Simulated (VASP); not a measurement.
Here is a VASP 6.6.1 calculation.

The input INCAR:

```
SYSTEM = Fe
ALGO = Normal
EDIFF = 1E-6
ENCUT = 600
GGA = RE
GGA_COMPAT = .False.
ISIF = 2
ISMEAR = -1
ISPIN = 2
LASPH = .True.
LCHARG = .False.
LMAXMIX = 4
LORBIT = 11
LREAL = .False.
LWAVE = .False.
MAGMOM = 2.276
NBANDS = 14
NELM = 200
PREC = Accurate
SIGMA = 0.1
```

File KPOINTS:

```
k-points
0
Gamma
  8 8 8
  0 0 0
```

Contents of POSCAR:

```
Fe
1.0
   -1.4263849710      1.4263849710      1.4263849710
    1.4263849710     -1.4263849710      1.4263849710
    1.4263849710      1.4263849710     -1.4263849710
Fe
1
Direct
    0.0000000000      0.0000000000      0.0000000000
```

Potentials or basis: VASP PAW PBE potentials, release 64 (Fe).

Run with:

```console
$ cat potpaw_PBE.64/Fe/POTCAR > POTCAR
$ mpirun -np 1 vasp_std > vasp.out
```

**Question.** Predict the pressure.

**Answer.** 1.9 GPa.

**Question.** Predict the site moments.

**Answer.** Fe +2.31 μB.

**Question.** Estimate the net moment.

**Answer.** 2.30 μB per cell.

Caveat: the k points lie up to 0.39 Å⁻¹ apart; the PAW data sets were made with another functional, which shifts forces and pressure a little.
